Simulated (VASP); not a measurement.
A run of VASP 6.6.1:

INCAR

```
ALGO = Normal
EDIFF = 1E-7
ENCUT = 520
GGA = PE
ISIF = 2
ISMEAR = -1
LASPH = True
LCHARG = False
LREAL = False
LWAVE = False
NBANDS = 18
NELM = 60
PREC = Accurate
SIGMA = 0.05
```

KPOINTS

```
k-points
0
Gamma
  7 7 7
```

POSCAR

```
BiTe
1.0
    0.0000000000      3.2564244654      3.2564244654
    3.2564244654      0.0000000000      3.2564244654
    3.2564244654      3.2564244654      0.0000000000
Bi Te
1 1
Direct
    0.0000000000      0.0000000000      0.0000000000
    0.5000000000      0.5000000000      0.5000000000
```

Potentials or basis: VASP PAW PBE potentials, release 64 (Bi_d, Te).

Command:

```bash
$ cat potpaw_PBE.64/Bi_d/POTCAR potpaw_PBE.64/Te/POTCAR > POTCAR
$ mpirun -np 1 vasp_std > vasp.out
```

Hardware: 1 thread of Intel Xeon 8259CL, on a shared host.

**Question.** How long does it take, and how much memory?

**Answer.** It took 37 s on 1 thread of Intel Xeon 8259CL, on a shared host, peak memory 0.21 GiB. Counts: scf iterations 13, k points 20.
